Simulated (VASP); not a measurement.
# RbCl (Fm-3m) in VASP: single point with PBE

Aim: the single point of RbCl with PBE.

Everything below comes from runs of VASP 6.6.1. Logs are shortened: lines on timing, memory, paths and dates and some standing lists are left out, and cuts for length are marked.

## (1) The cell of the first run

It takes space group Fm-3m (No. 225, cubic). Conventional cell: a = 6.612 Å, b = 6.612 Å, c = 6.612 Å, α = 90.00°, β = 90.00°, γ = 90.00°. Within 4.3 Å of Rb (site symmetry m-3m) lie 6 Cl at 3.31 Å. Cl (site symmetry m-3m) has 6 Rb at 3.31 Å within 4.3 Å.

## (2) Single point, PBE

File INCAR:

```
ALGO     = Normal         # electronic algorithm
EDIFF    = 1E-6           # SCF threshold, eV
ENCUT    = 500            # plane-wave cutoff, eV
GGA      = PE             # functional
GGA_COMPAT= F            
ISIF     = 2              # what is computed and relaxed
ISMEAR   = 0              # smearing method
LASPH    = T              # aspherical terms in the spheres
LCHARG   = F              # write CHGCAR
LREAL    = F              # projectors in reciprocal space
LWAVE    = F              # write WAVECAR
NBANDS   = 15             # bands
NELM     = 120            # most SCF steps
PREC     = Accurate       # precision mode
SIGMA    = 0.01           # smearing width, eV
```

File KPOINTS:

```
k-points
0
Gamma
  4 4 4
```

File POSCAR:

```
RbCl
1.0
    0.0000000000      3.3058127846      3.3058127846
    3.3058127846      0.0000000000      3.3058127846
    3.3058127846      3.3058127846      0.0000000000
Rb Cl
1 1
Direct
    0.0000000000      0.0000000000      0.0000000000
    0.5000000000      0.5000000000      0.5000000000
```

Potentials or basis: VASP PAW PBE potentials, release 64 (Rb_sv, Cl).

Run with:

```
$ cat potpaw_PBE.64/Rb_sv/POTCAR potpaw_PBE.64/Cl/POTCAR > POTCAR
$ mpirun -np 1 vasp_std > vasp.out
```

OUTCAR:

```text
EDIFF = 1E-6
   ENCUT = 500
   GGA = PE
   ISIF = 2
   ISMEAR = 0
   LASPH = T
   LREAL = F
   NELM = 120
   PREC = Accurate

 ion  position               nearest neighbor table
   1  0.000  0.000  0.000-   2 3.31   2 3.31   2 3.31   2 3.31   2 3.31   2 3.31
   2  0.500  0.500  0.500-   1 3.31   1 3.31   1 3.31   1 3.31   1 3.31   1 3.31

  LATTYP: Found a face centered cubic cell.
 ALAT       =     6.6116255692

  Lattice vectors:

 A1 = (   0.0000000000,   3.3058127846,   3.3058127846)
 A2 = (   3.3058127846,   0.0000000000,   3.3058127846)
 A3 = (   3.3058127846,   3.3058127846,   0.0000000000)

Analysis of symmetry for initial positions (statically):
=====================================================================
 Subroutine PRICEL returns:
 Original cell was already a primitive cell.

 Routine SETGRP: Setting up the symmetry group for a
 face centered cubic supercell.

 Subroutine GETGRP returns: Found 48 space group operations
 (whereof 48 operations were pure point group operations)
 out of a pool of 48 trial point group operations.

The static configuration has the point symmetry O_h .

Analysis of symmetry for dynamics (positions and initial velocities):
=====================================================================
 Subroutine PRICEL returns:
 Original cell was already a primitive cell.

 Routine SETGRP: Setting up the symmetry group for a
 face centered cubic supercell.

 Subroutine GETGRP returns: Found 48 space group operations
 (whereof 48 operations were pure point group operations)
 out of a pool of 48 trial point group operations.

The dynamic configuration has the point symmetry O_h .

 Subroutine INISYM returns: Found 48 space group operations
 (whereof 48 operations are pure point group operations),
 and found     1 'primitive' translations

----------------------------------------------------------------------------------------

                                     Primitive cell

  volume of cell :      72.2545

  direct lattice vectors                    reciprocal lattice vectors
     0.000000000  3.305812785  3.305812785    -0.151248734  0.151248734  0.151248734
     3.305812785  0.000000000  3.305812785     0.151248734 -0.151248734  0.151248734
     3.305812785  3.305812785  0.000000000     0.151248734  0.151248734 -0.151248734

  length of vectors
     4.675125275  4.675125275  4.675125275     0.261970493  0.261970493  0.261970493

  position of ions in fractional coordinates (direct lattice)
     0.000000000  0.000000000  0.000000000
     0.500000000  0.500000000  0.500000000

  ion indices of the primitive-cell ions
   primitive index   ion index
                 1           1
                 2           2

----------------------------------------------------------------------------------------

 KPOINTS: k-points

Automatic generation of k-mesh.
 Grid dimensions read from file:
 generate k-points for:    4    4    4

 Generating k-lattice:

  Cartesian coordinates                     Fractional coordinates (reciprocal lattice)
    -0.037812184  0.037812184  0.037812184     0.250000000  0.000000000  0.000000000
     0.037812184 -0.037812184  0.037812184     0.000000000  0.250000000  0.000000000
     0.037812184  0.037812184 -0.037812184     0.000000000  0.000000000  0.250000000

  Length of vectors
     0.065492623  0.065492623  0.065492623

  Shift w.r.t. Gamma in fractional coordinates (k-lattice)
     0.000000000  0.000000000  0.000000000

 Subroutine IBZKPT returns following result:
 ===========================================

 Found      8 irreducible k-points:

 Following reciprocal coordinates:
            Coordinates               Weight
  0.000000  0.000000  0.000000      1.000000
  0.250000  0.000000  0.000000      8.000000
  0.500000  0.000000  0.000000      4.000000
  0.250000  0.250000  0.000000      6.000000
  0.500000  0.250000  0.000000     24.000000
 -0.250000  0.250000  0.000000     12.000000
  0.500000  0.500000  0.000000      3.000000
 -0.250000  0.500000  0.250000      6.000000
   k-points           NKPTS =      8   k-points in BZ     NKDIM =      8   number of bands    NBANDS=     15
   number of dos      NEDOS =    301   number of ions     NIONS =      2
   total plane-waves  NPLWV =  46656
   dimension x,y,z NGX =    36 NGY =   36 NGZ =   36
   dimension x,y,z NGXF=    72 NGYF=   72 NGZF=   72
   ions per type =               1   1
   NGX,Y,Z   is equivalent  to a cutoff of  12.80, 12.80, 12.80 a.u.
   NGXF,Y,Z  is equivalent  to a cutoff of  25.60, 25.60, 25.60 a.u.
 SYSTEM =  unknown system
   PREC   = accura    normal or accurate (medium, high low for compatibility)
   ISTART =      0    job   : 0-new  1-cont  2-samecut
   ICHARG =      2    charge: 1-file 2-atom 10-const
   ISPIN  =      1    spin polarized calculation?
   LNONCOLLINEAR =      F non collinear calculations
   LSORBIT =      F    spin-orbit coupling
   LASPH  =      T    aspherical Exc in radial PAW
   ENCUT  =  500.0 eV  36.75 Ry    6.06 a.u.   8.52  8.52  8.52*2*pi/ulx,y,z
   NELM   =    120;   NELMIN=  2; NELMDL= -5     # of ELM steps
   EDIFF  = 0.1E-05   stopping-criterion for ELM
   LREAL  =      F    real-space projection
   EDIFFG = 0.1E-04   stopping-criterion for IOM
   NSW    =      0    number of steps for IOM
   IBRION =     -1    ionic relax: 0-MD 1-quasi-New 2-CG
   NFREE  =      0    steps in history (QN), initial steepest desc. (CG)
   ISIF   =      2    stress and relaxation
   ISYM   =      2    0-nonsym 1-usesym 2-fastsym
   POTIM  = 0.5000    time-step for ionic-motion
   TEBEG  =    0.0;   TEEND  =   0.0 temperature during run
   PSTRESS=    0.0 pullay stress
   NELECT =      16.0000    total number of electrons
   NUPDOWN=      -1.0000    fix difference up-down
   EMIN   =  10.00;   EMAX   =-10.00  energy-range for DOS
   EFERMI =   0.00;   METHOD = LEGACY
   ISMEAR =     0;   SIGMA  =   0.01  broadening in eV -4-tet -1-fermi 0-gaus
   EFERMI_NEDOS =   21; number of points for ismear=-14 and -15
   IALGO  =     38    algorithm
   IMIX   =      4    mixing-type and parameters
     AMIX     =   0.40;   BMIX     =  1.00
     AMIX_MAG =   1.60;   BMIX_MAG =  1.00
  volume/ion in A,a.u.               =      36.13       243.80
  Fermi-wavevector in a.u.,A,eV,Ry     =   0.990436  1.871653 13.346828  0.980964
  Thomas-Fermi vector in A             =   2.122107
   LORBIT       =      0    0 simple, 1 ext, 2 COOP (PROOUT), +10 PAW based schemes
   GGA     = PE    functional components
   LHFCALC =     F    Hartree Fock is set to
   AEXX    =    0.0000 exact exchange contribution
   IVDW    =     0    specifies the selected vdW correction
   LEPSILON=     F    determine dielectric tensor
   LRPA    =     F    only Hartree local field effects (RPA)
 non-spin polarized calculation
 Gauss-broadening in eV      SIGMA  =   0.01
  energy-cutoff  :      500.00
  volume of cell :       72.25
 maximum number of plane-waves:      1856
 NGX is ok and might be reduce to    36
   NGX = 17   NGY = 17   NGZ = 17

 number of electron      16.0000002 magnetization

 Free energy of the ion-electron system (eV)
  ---------------------------------------------------
  ext. energy  EPLUGINS =         0.00000000
  ---------------------------------------------------
  free energy    TOTEN  =        -6.66978386 eV

  energy without entropy =       -6.66978386  energy(sigma->0) =       -6.66978386

 E-fermi :  -1.8461     XC(G=0):  -7.2964

 val. band max:       -1.9289066594   @ k =   0.0000   0.0000   0.0000
 cond. band min:       3.0247622905   @ k =   0.0000   0.0000   0.0000
 fundamental gap:      4.9536689498
 Fermi energy:        -1.8461030309

 k-point     1 :       0.0000    0.0000    0.0000
  band No.  band energies     occupation
      1     -25.8846      2.00000
      2     -13.9148      2.00000
      3      -9.9335      2.00000
      4      -9.9335      2.00000
      5      -9.9335      2.00000
      6      -1.9289      2.00000
      7      -1.9289      2.00000
      8      -1.9289      2.00000
      9       3.0248      0.00000
     10       6.0553      0.00000
     11       6.0553      0.00000
     12       6.0553      0.00000
     13       7.0297      0.00000
     14       7.0297      0.00000
     15      10.1355      0.00000

 k-point     2 :       0.2500    0.0000    0.0000
  band No.  band energies     occupation
      1     -25.8772      2.00000
      2     -13.9440      2.00000
      3      -9.9396      2.00000
      4      -9.9396      2.00000
      5      -9.9217      2.00000
      6      -2.3966      2.00000
      7      -2.0981      2.00000
      8      -2.0981      2.00000
      9       4.2711      0.00000
     10       5.8253      0.00000
     11       6.8028      0.00000
     12       6.8028      0.00000
     13       7.8809      0.00000
     14       7.8809      0.00000
     15      11.6609      0.00000

 k-point     3 :       0.5000    0.0000    0.0000
  band No.  band energies     occupation
      1     -25.8697      2.00000
      2     -13.9728      2.00000
      3      -9.9455      2.00000
      4      -9.9455      2.00000
      5      -9.9105      2.00000
      6      -2.7705      2.00000
      7      -2.2557      2.00000
      8      -2.2557      2.00000
      9       5.7741      0.00000
     10       5.9943      0.00000
     11       8.1717      0.00000
     12       8.1717      0.00000
     13       9.3872      0.00000
     14       9.3872      0.00000
     15       9.9938      0.00000
[... 55 lines left out ...]
 k-point     7 :       0.5000    0.5000    0.0000
  band No.  band energies     occupation
      1     -25.8656      2.00000
      2     -13.8679      2.00000
      3     -10.1773      2.00000
      4     -10.0292      2.00000
      5     -10.0292      2.00000
      6      -2.2510      2.00000
      7      -2.0317      2.00000
      8      -2.0317      2.00000
      9       4.2883      0.00000
     10       6.0744      0.00000
     11       7.7066      0.00000
     12       8.1114      0.00000
     13       8.3997      0.00000
     14       9.7295      0.00000
     15       9.7295      0.00000

 k-point     8 :      -0.2500    0.5000    0.2500
  band No.  band energies     occupation
      1     -25.8654      2.00000
      2     -13.8989      2.00000
      3     -10.1035      2.00000
      4     -10.1035      2.00000
      5      -9.9232      2.00000
      6      -2.3579      2.00000
      7      -2.1678      2.00000
      8      -2.1678      2.00000
      9       5.7239      0.00000
     10       5.7239      0.00000
     11       7.3559      0.00000
     12       7.3686      0.00000
     13       9.5207      0.00000
     14       9.7716      0.00000
     15      10.2863      0.00000

------------------------ aborting loop because EDIFF is reached ----------------------------------------

  FORCE on cell =-STRESS in cart. coord.  units (eV):
  Direction    XX          YY          ZZ          XY          YZ          ZX
  --------------------------------------------------------------------------------------
  -------------------------------------------------------------------------------------
  Total        0.2769533      0.2769533      0.2769533     -0.0000000      0.0000000      0.0000000
  in kB        6.1411882      6.1411882      6.1411882     -0.0000000      0.0000000      0.0000000
  external PRESSURE =       6.1411882 kB  Pullay stress =       0.0000000 kB

 VOLUME and BASIS-vectors are now :
 -----------------------------------------------------------------------------
  energy-cutoff  :      500.00
  volume of cell :       72.25
      direct lattice vectors                 reciprocal lattice vectors
     0.000000000  3.305812785  3.305812785    -0.151248734  0.151248734  0.151248734
     3.305812785  0.000000000  3.305812785     0.151248734 -0.151248734  0.151248734
     3.305812785  3.305812785  0.000000000     0.151248734  0.151248734 -0.151248734

 POSITION                                       TOTAL-FORCE (eV/Angst)
 -----------------------------------------------------------------------------------
      0.00000      0.00000      0.00000         0.000000     -0.000000      0.000000
      3.30581      3.30581      3.30581        -0.000000      0.000000     -0.000000
 -----------------------------------------------------------------------------------
    total drift:                                0.000000      0.000000      0.000000

  FREE ENERGIE OF THE ION-ELECTRON SYSTEM (eV)
  ---------------------------------------------------
  free  energy   TOTEN  =        -6.6697838628 eV

  energy  without entropy=       -6.6697838628  energy(sigma->0) =       -6.66978386
```

Wall time 6 s (1 thread of Intel Xeon 6975P-C (Granite Rapids), shared host); peak memory 0.19 GiB.

What came out:

```yaml
Free_energy: -6.6698 eV
Pressure: 0.6 GPa
Band_gap_on_the_k_mesh: 4.95 eV, direct
```

PBE gaps usually lie below the measured ones, often by a third to a half.
